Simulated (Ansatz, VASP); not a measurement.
AlN: VASP beside Ansatz

File INCAR:

```
SYSTEM = AlN
  PREC = Accurate
  ENCUT = 520
  EDIFF = 1E-6
  ISMEAR = 0
  SIGMA = 0.05
  LREAL = .FALSE.
  LASPH = .TRUE.
  NELM = 100
  ALGO = Normal
  ISIF = 2
  LWAVE = .FALSE.
  LCHARG = .TRUE.
  GGA = PS
  LELF = .TRUE.
  LVHAR = .TRUE.
  NBANDS = 16
```

File KPOINTS:

```
Automatic mesh
0
G
  9 9 6
  0 0 0
```

Contents of POSCAR:

```
AlN
1.0
    3.2618000000      0.0000000000      0.0000000000
   -1.6309000000      2.8248016620      0.0000000000
    0.0000000000      0.0000000000      4.1400037194
Al N
2 2
Direct
    0.3333333333      0.6666666667      0.7500000000
    0.6666666667      0.3333333333      0.2500000000
    0.3333333333      0.6666666667      0.2500000000
    0.6666666667      0.3333333333      0.7500000000
```

Input for Ansatz:

```yaml
crystal:
  lattice:
    - [3.2618, 0.0, 0.0]
    - [-1.6309, 2.824801662, 0.0]
    - [0.0, 0.0, 4.1400037194]
  atoms:
    - { symbol: Al, position: [0.3333333333, 0.6666666667, 0.75] }
    - { symbol: Al, position: [0.6666666667, 0.3333333333, 0.25] }
    - { symbol: "N", position: [0.3333333333, 0.6666666667, 0.25] }
    - { symbol: "N", position: [0.6666666667, 0.3333333333, 0.75] }
basis:
  ecutwfc: 520.0
kpoints:
  mp_grid: { grid: [9, 9, 6] }
hamiltonian:
  xc: pbesol
  pseudopotentials: { kind: paw, azcp: { folder: soft_1 } }
scf:
  occupations: { method: gaussian, width: 0.05 }
output:
  forces: true
  stress: true
  eigenvalues: true
```

Alike in both runs: task single point; functional PBEsol; k mesh 9 × 9 × 6; occupations gaussian, width 0.05 eV; no spin polarisation.

|  | VASP | Ansatz |
| --- | --- | --- |
| version | VASP 6.6.1 | Ansatz 0.2.0 |
| potentials or method | VASP PAW PBE potentials, release 64 (Al, N), cutoff 520 eV | scalar-relativistic, plane waves, PAW |
| valence electrons in the cell | 16 | 16 |

```csv
,VASP,Ansatz,Ansatz less VASP
gap on the k mesh at the Fermi level (eV),3.49,3.47,-0.015
least direct gap on the mesh (eV),3.49,3.47,-0.015
pressure (GPa),5.9,5.8,-0.04
"traceless stress, the component that is largest in VASP (GPa)",-2.52,-2.49,+0.031
```

VASP's potentials were made for PBE, not for PBEsol, and Ansatz warns of the same on its side. With one functional, cell and mesh, what is left measures potentials, basis and numerics.
